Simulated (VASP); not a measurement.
Wanted: the native input for a VASP 6.6.1 run.

```yaml
Task: single point
Functional: PBE
Potentials_or_basis: VASP PAW PBE potentials, release 64 (Sn_d, Se)
Cutoff: 520 eV
k_mesh: 6 × 6 × 5
Occupations: methfessel-paxton, width 0.02 eV
Spin: no spin polarisation
Dipole_correction: no
Further_INCAR_settings: ALGO = Normal; EDIFF = 1e-06; NBANDS = 20
```

The structure of SnSe2 lies in POSCAR:

```
SnSe2
1.0
    4.7999169104      0.0000000000      0.0000000000
   -2.3999584552      4.1568499804      0.0000000000
    0.0000000000      0.0000000000      3.8121543623
Sn Se
1 2
Direct
    0.0000000000      0.0000000000      0.0000000000
    0.3333333333      0.6666666667      0.5000000000
    0.6666666667      0.3333333333      0.5000000000
```

The input as run:

INCAR

```
SYSTEM = SnSe2
ALGO = Normal
EDIFF = 1E-6
ENCUT = 520
GGA = PE
ISIF = 2
ISMEAR = 1
LASPH = .TRUE.
LCHARG = .TRUE.
LELF = .TRUE.
LREAL = .FALSE.
LVHAR = .TRUE.
LWAVE = .FALSE.
NBANDS = 20
NELM = 80
PREC = Accurate
SIGMA = 0.02
```

KPOINTS

```
k-points
0
G
  6 6 5
  0 0 0
```

Potentials or basis: VASP PAW PBE potentials, release 64 (Sn_d, Se).

Launch:

```console
$ cat potpaw_PBE.64/Sn_d/POTCAR potpaw_PBE.64/Se/POTCAR > POTCAR
$ mpirun -np 1 vasp_std > vasp.out
```

It gave:

```json
{
  "Pressure": "0.0 GPa",
  "Band gap on the k mesh": "zero (bands 13 and 14 overlap by 1.38 eV)"
}
```

Caveat: spin-orbit coupling is left out, which moves the levels of the heavy elements.

Wall time 47 s on 1 thread of Intel Xeon 8259CL (shared host), peak memory 0.19 GiB.
